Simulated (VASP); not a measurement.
# Ba (I4/mmm) in VASP: notebook

Runs on Ba. Level: PBE. Tasks: single point.

Program: VASP 6.6.1. These are calculated values, not measurements. Logs are shortened: lines on timing, memory, paths and dates and some standing lists are left out, and cuts for length are marked.

## (1) The cell of the first run

Symmetry: I4/mmm, No. 139, tetragonal system. The conventional cell has a = 4.850 Å, b = 4.850 Å, c = 5.075 Å, α = 90.00°, β = 90.00°, γ = 90.00°. Ba (site symmetry 4/mmm) has 14 Ba at 4.27 to 5.08 Å within 5.6 Å.

## (2) Single point, PBE (strain -0.030 along x and y, +0.015 along z)

INCAR

```
SYSTEM = Ba
PREC = Accurate ; ENCUT = 520
EDIFF = 1E-7 ; ISMEAR = 0
SIGMA = 0.15 ; LREAL = .False.
LASPH = .True. ; NELM = 100
ALGO = Fast ; ISIF = 2
LWAVE = .False. ; LCHARG = .True.
GGA = PE ; LELF = .True.
LVHAR = .True. ; NBANDS = 11
```

KPOINTS

```
Automatic mesh
0
Gamma
  14 14 14
  0 0 0
```

POSCAR

```
Ba
1.0
   -2.4250000000      2.4250000000      2.5375000000
    2.4250000000     -2.4250000000      2.5375000000
    2.4250000000      2.4250000000     -2.5375000000
Ba
1
Direct
    0.0000000000      0.0000000000      0.0000000000
```

Potentials or basis: VASP PAW PBE potentials, release 64 (Ba_sv).

Run with:

```console
cat potpaw_PBE.64/Ba_sv/POTCAR > POTCAR
mpirun -np 1 vasp_std > vasp.out
```

OUTCAR:

```text
SYSTEM = Ba
   PREC = Accurate
   ENCUT = 520
   EDIFF = 1E-7
   ISMEAR = 0
   LREAL = .False.
   LASPH = .True.
   NELM = 100
   ISIF = 2
   GGA = PE

 ion  position               nearest neighbor table
   1  0.000  0.000  0.000-

  LATTYP: Found a body centered tetragonal cell.
 ALAT       =     4.8500000000
 C/A-ratio  =     1.0463917526

  Lattice vectors:

 A1 = (  -2.4250000000,   2.4250000000,   2.5375000000)
 A2 = (   2.4250000000,  -2.4250000000,   2.5375000000)
 A3 = (   2.4250000000,   2.4250000000,  -2.5375000000)

Analysis of symmetry for initial positions (statically):
=====================================================================
 Subroutine PRICEL returns:
 Original cell was already a primitive cell.

 Routine SETGRP: Setting up the symmetry group for a
 body centered tetragonal supercell.

 Subroutine GETGRP returns: Found 16 space group operations
 (whereof 16 operations were pure point group operations)
 out of a pool of 16 trial point group operations.

The static configuration has the point symmetry D_4h.

Analysis of symmetry for dynamics (positions and initial velocities):
=====================================================================
 Subroutine PRICEL returns:
 Original cell was already a primitive cell.

 Routine SETGRP: Setting up the symmetry group for a
 body centered tetragonal supercell.

 Subroutine GETGRP returns: Found 16 space group operations
 (whereof 16 operations were pure point group operations)
 out of a pool of 16 trial point group operations.

The dynamic configuration has the point symmetry D_4h.

 Subroutine INISYM returns: Found 16 space group operations
 (whereof 16 operations are pure point group operations),
 and found     1 'primitive' translations

----------------------------------------------------------------------------------------

                                     Primitive cell

  volume of cell :      59.6883

  direct lattice vectors                    reciprocal lattice vectors
    -2.425000000  2.425000000  2.537500000     0.000000000  0.206185567  0.197044335
     2.425000000 -2.425000000  2.537500000     0.206185567  0.000000000  0.197044335
     2.425000000  2.425000000 -2.537500000     0.206185567  0.206185567  0.000000000

  length of vectors
     4.266164114  4.266164114  4.266164114     0.285199856  0.285199856  0.291590425

  position of ions in fractional coordinates (direct lattice)
     0.000000000  0.000000000  0.000000000

  ion indices of the primitive-cell ions
   primitive index   ion index
                 1           1

----------------------------------------------------------------------------------------

 KPOINTS: Automatic mesh

Automatic generation of k-mesh.
 Grid dimensions read from file:
 generate k-points for:   14   14   14

 Generating k-lattice:

  Cartesian coordinates                     Fractional coordinates (reciprocal lattice)
     0.000000000  0.014727541  0.014074595     0.071428571  0.000000000  0.000000000
     0.014727541  0.000000000  0.014074595     0.000000000  0.071428571  0.000000000
     0.014727541  0.014727541  0.000000000     0.000000000  0.000000000  0.071428571

  Length of vectors
     0.020371418  0.020371418  0.020827888

  Shift w.r.t. Gamma in fractional coordinates (k-lattice)
     0.000000000  0.000000000  0.000000000

 Subroutine IBZKPT returns following result:
 ===========================================

 Found    244 irreducible k-points:

 Following reciprocal coordinates:
            Coordinates               Weight
  0.000000  0.000000  0.000000      1.000000
  0.071429 -0.000000  0.000000      8.000000
  0.142857 -0.000000  0.000000      8.000000
  0.214286  0.000000  0.000000      8.000000
  0.285714 -0.000000  0.000000      8.000000
  0.357143  0.000000  0.000000      8.000000
[... 16 lines left out ...]
  0.214286  0.142857  0.000000     16.000000
  0.285714  0.142857  0.000000     16.000000
 [... further k-points ...]
   k-points           NKPTS =    244   k-points in BZ     NKDIM =    244   number of bands    NBANDS=     11
   number of dos      NEDOS =    301   number of ions     NIONS =      1
   total plane-waves  NPLWV =  32768
   dimension x,y,z NGX =    32 NGY =   32 NGZ =   32
   dimension x,y,z NGXF=    64 NGYF=   64 NGZF=   64
   ions per type =               1
   NGX,Y,Z   is equivalent  to a cutoff of  12.47, 12.47, 12.47 a.u.
   NGXF,Y,Z  is equivalent  to a cutoff of  24.94, 24.94, 24.94 a.u.
 SYSTEM =  Ba
   PREC   = accura    normal or accurate (medium, high low for compatibility)
   ISTART =      0    job   : 0-new  1-cont  2-samecut
   ICHARG =      2    charge: 1-file 2-atom 10-const
   ISPIN  =      1    spin polarized calculation?
   LNONCOLLINEAR =      F non collinear calculations
   LSORBIT =      F    spin-orbit coupling
   LASPH  =      T    aspherical Exc in radial PAW
   ENCUT  =  520.0 eV  38.22 Ry    6.18 a.u.   7.93  7.93  7.93*2*pi/ulx,y,z
   NELM   =    100;   NELMIN=  2; NELMDL= -5     # of ELM steps
   EDIFF  = 0.1E-06   stopping-criterion for ELM
   LREAL  =      F    real-space projection
   EDIFFG = 0.1E-05   stopping-criterion for IOM
   NSW    =      0    number of steps for IOM
   IBRION =     -1    ionic relax: 0-MD 1-quasi-New 2-CG
   NFREE  =      0    steps in history (QN), initial steepest desc. (CG)
   ISIF   =      2    stress and relaxation
   ISYM   =      2    0-nonsym 1-usesym 2-fastsym
   POTIM  = 0.5000    time-step for ionic-motion
   TEBEG  =    0.0;   TEEND  =   0.0 temperature during run
   PSTRESS=    0.0 pullay stress
   NELECT =      10.0000    total number of electrons
   NUPDOWN=      -1.0000    fix difference up-down
   EMIN   =  10.00;   EMAX   =-10.00  energy-range for DOS
   EFERMI =   0.00;   METHOD = LEGACY
   ISMEAR =     0;   SIGMA  =   0.15  broadening in eV -4-tet -1-fermi 0-gaus
   EFERMI_NEDOS =   21; number of points for ismear=-14 and -15
   IALGO  =     68    algorithm
   IMIX   =      4    mixing-type and parameters
     AMIX     =   0.40;   BMIX     =  1.00
     AMIX_MAG =   1.60;   BMIX_MAG =  1.00
  volume/ion in A,a.u.               =      59.69       402.80
  Fermi-wavevector in a.u.,A,eV,Ry     =   0.902495  1.705469 11.081917  0.814498
  Thomas-Fermi vector in A             =   2.025706
   LORBIT       =      0    0 simple, 1 ext, 2 COOP (PROOUT), +10 PAW based schemes
   GGA     = PE    functional components
   LHFCALC =     F    Hartree Fock is set to
   AEXX    =    0.0000 exact exchange contribution
   IVDW    =     0    specifies the selected vdW correction
   LEPSILON=     F    determine dielectric tensor
   LRPA    =     F    only Hartree local field effects (RPA)
 non-spin polarized calculation
 RMM-DIIS sequential band-by-band and
 Gauss-broadening in eV      SIGMA  =   0.15
  energy-cutoff  :      520.00
  volume of cell :       59.69
 maximum number of plane-waves:      1626
   NGX = 15   NGY = 15   NGZ = 15

 number of electron      10.0000000 magnetization

 number of electron       9.9999999 magnetization

 Free energy of the ion-electron system (eV)
  ---------------------------------------------------
  ext. energy  EPLUGINS =         0.00000000
  ---------------------------------------------------
  free energy    TOTEN  =        -1.90625610 eV

  energy without entropy =       -1.89264962  energy(sigma->0) =       -1.89945286

 E-fermi :   1.8263     XC(G=0):  -7.5830

 val. band max:        1.8130875506   @ k =   0.3571   0.3571   0.0000
 cond. band min:       1.8339163243   @ k =  -0.3571   0.5000   0.2143
 fundamental gap:      0.0208287737
 Fermi energy:         1.8263268771

 k-point     1 :       0.0000    0.0000    0.0000
  band No.  band energies     occupation
      1     -26.9654      2.00000
      2     -11.8823      2.00000
      3     -11.8812      2.00000
      4     -11.8812      2.00000
      5      -0.9451      2.00000
      6       3.6368      0.00000
      7       3.6368      0.00000
      8       3.9164      0.00000
      9       4.9824      0.00000
     10       5.3932      0.00000
     11       8.6929      0.00000

 k-point     2 :       0.0714   -0.0000    0.0000
  band No.  band energies     occupation
      1     -26.9628      2.00000
      2     -11.9112      2.00000
      3     -11.8896      2.00000
      4     -11.8818      2.00000
      5      -0.8441      2.00000
      6       3.5998      0.00000
      7       3.6279      0.00000
      8       3.9459      0.00000
      9       4.8766      0.00000
     10       5.3419      0.00000
     11       8.9047      0.00000

 k-point     3 :       0.1429   -0.0000    0.0000
  band No.  band energies     occupation
      1     -26.9553      2.00000
      2     -11.9924      2.00000
      3     -11.9132      2.00000
      4     -11.8818      2.00000
      5      -0.5570      2.00000
      6       3.4344      0.00000
      7       3.4729      0.00000
      8       4.1959      0.00000
      9       4.7276      0.00000
     10       5.2778      0.00000
     11       9.2500      0.00000

 k-point     4 :       0.2143    0.0000    0.0000
  band No.  band energies     occupation
      1     -26.9445      2.00000
      2     -12.1060      2.00000
      3     -11.9469      2.00000
      4     -11.8819      2.00000
      5      -0.1342      2.00000
      6       3.1392      0.00000
      7       3.2263      0.00000
      8       4.6748      0.00000
      9       4.7557      0.00000
     10       5.2673      0.00000
     11       9.3545      0.00000

 k-point     5 :       0.2857   -0.0000    0.0000
  band No.  band energies     occupation
      1     -26.9324      2.00000
      2     -12.2276      2.00000
      3     -11.9838      2.00000
      4     -11.8820      2.00000
      5       0.3295      2.00000
      6       2.8925      0.00000
      7       2.9817      0.00000
      8       4.9007      0.00000
      9       5.3294      0.00000
     10       5.3424      0.00000
     11       8.9289      0.00000
[... 211 lines left out ...]
 k-point    21 :      -0.0714    0.0714    0.0000
  band No.  band energies     occupation
      1     -26.9627      2.00000
      2     -11.9104      2.00000
      3     -11.8919      2.00000
      4     -11.8821      2.00000
      5      -0.8393      2.00000
      6       3.5413      0.00000
      7       3.7425      0.00000
      8       3.8586      0.00000
      9       4.9877      0.00000
     10       5.2401      0.00000
     11       8.9097      0.00000

 k-point    22 :       0.1429    0.1429    0.0000
  band No.  band energies     occupation
      1     -26.9390      2.00000
      2     -12.1484      2.00000
      3     -11.9577      2.00000
      4     -11.9016      2.00000
      5       0.1002      2.00000
      6       2.9370      0.00000
      7       3.1575      0.00000
      8       4.5831      0.00000
      9       5.0329      0.00000
     10       5.4855      0.00000
     11       9.5242      0.00000

 k-point    23 :       0.2143    0.1429    0.0000
  band No.  band energies     occupation
      1     -26.9281      2.00000
      2     -12.2407      2.00000
      3     -12.0018      2.00000
      4     -11.9082      2.00000
      5       0.5657      2.00000
      6       2.6784      0.00000
      7       2.9649      0.00000
      8       4.7237      0.00000
      9       5.4662      0.00000
     10       5.7572      0.00000
     11       8.9334      0.00000

 k-point    24 :       0.2857    0.1429    0.0000
  band No.  band energies     occupation
      1     -26.9182      2.00000
      2     -12.3203      2.00000
      3     -12.0457      2.00000
      4     -11.9122      2.00000
      5       0.9640      2.00000
      6       2.5807      0.00000
      7       2.8194      0.00000
      8       4.9186      0.00000
      9       5.4940      0.00000
     10       6.4808      0.00000
     11       8.5225      0.00000

 [... further k-points ...]

------------------------ aborting loop because EDIFF is reached ----------------------------------------

  FORCE on cell =-STRESS in cart. coord.  units (eV):
  Direction    XX          YY          ZZ          XY          YZ          ZX
  --------------------------------------------------------------------------------------
  -------------------------------------------------------------------------------------
  Total        0.2597392      0.2597392      0.1806218      0.0000000     -0.0000000      0.0000000
  in kB        6.9720190      6.9720190      4.8483192      0.0000000     -0.0000000      0.0000000
  external PRESSURE =       6.2641190 kB  Pullay stress =       0.0000000 kB

 VOLUME and BASIS-vectors are now :
 -----------------------------------------------------------------------------
  energy-cutoff  :      520.00
  volume of cell :       59.69
      direct lattice vectors                 reciprocal lattice vectors
    -2.425000000  2.425000000  2.537500000     0.000000000  0.206185567  0.197044335
     2.425000000 -2.425000000  2.537500000     0.206185567  0.000000000  0.197044335
     2.425000000  2.425000000 -2.537500000     0.206185567  0.206185567  0.000000000

 POSITION                                       TOTAL-FORCE (eV/Angst)
 -----------------------------------------------------------------------------------
      0.00000      0.00000      0.00000        -0.000000      0.000000      0.000000
 -----------------------------------------------------------------------------------
    total drift:                               -0.000000      0.000000      0.000000

  FREE ENERGIE OF THE ION-ELECTRON SYSTEM (eV)
  ---------------------------------------------------
  free  energy   TOTEN  =        -1.9062560973 eV

  energy  without entropy=       -1.8926496237  energy(sigma->0) =       -1.89945286
```

It took 48 s on 1 thread of Intel Xeon 6975P-C (Granite Rapids), shared host; peak memory 0.29 GiB.

What came out:

- Free energy: -1.9063 eV
- Pressure: 0.6 GPa
- Band gap on the k mesh: zero (bands 5 and 6 overlap by 1.06 eV)

Caveat: the cell differs from its parent crystal (strain -0.030 along x and y, +0.015 along z); spin-orbit coupling is left out, which moves the levels of the heavy elements.

## (3) Single point, PBE (strain -0.030 along x and y, +0.030 along z)

INCAR

```
SYSTEM = Ba
PREC = Accurate
ENCUT = 520
EDIFF = 1E-6
ISMEAR = 0
SIGMA = 0.15
LREAL = .FALSE.
LASPH = .TRUE.
NELM = 80
ALGO = Fast
ISIF = 2
LWAVE = .FALSE.
LCHARG = .FALSE.
GGA = PE
NBANDS = 11
```

KPOINTS

```
regular mesh
0
G
  14 14 14
  0 0 0
```

POSCAR

```
Ba
1.0
   -2.4250000000      2.4250000000      2.5750000000
    2.4250000000     -2.4250000000      2.5750000000
    2.4250000000      2.4250000000     -2.5750000000
Ba
1
Direct
    0.0000000000      0.0000000000      0.0000000000
```

Potentials or basis: VASP PAW PBE potentials, release 64 (Ba_sv).

Run with:

```console
cat potpaw_PBE.64/Ba_sv/POTCAR > POTCAR
mpirun -np 1 vasp_std > vasp.out
```

It took 39 s on 1 thread of Intel Xeon 6975P-C (Granite Rapids), shared host; peak memory 0.29 GiB.

It converged, with:

```yaml
Free_energy: -1.9084 eV
Pressure: 0.5 GPa
Band_gap_on_the_k_mesh: zero (bands 5 and 6 overlap by 0.99 eV)
```

Stress tensor (GPa, compression positive):
```
0.56 0.00 0.00
0.00 0.56 0.00
0.00 0.00 0.31
```

Levels at points of the mesh, in eV from the Fermi level:
```
           k point  band 1  band 2  band 3  band 4  band 5  band 6  band 7  band 8  band 9  band 10
(0.00, 0.00, 0.00)  -28.82  -13.74  -13.74  -13.74   -2.77    1.77    1.77    2.13    3.05     3.58
(0.50, 0.00, 0.00)  -28.77  -14.27  -13.90  -13.74   -0.92    0.82    1.31    3.05    3.94     5.38
(0.50, 0.50, 0.00)  -28.76  -14.26  -13.93  -13.77   -0.90    0.45    1.51    3.66    4.10     5.49
(0.50, 0.50, 0.50)  -28.73  -14.14  -14.08  -14.08   -0.65   -0.54    4.12    4.78    4.78     4.84
```

Caveat: the cell differs from its parent crystal (strain -0.030 along x and y, +0.030 along z); spin-orbit coupling is left out, which moves the levels of the heavy elements.

The gap in the log of VASP goes by the Fermi energy; the results here count the filled bands.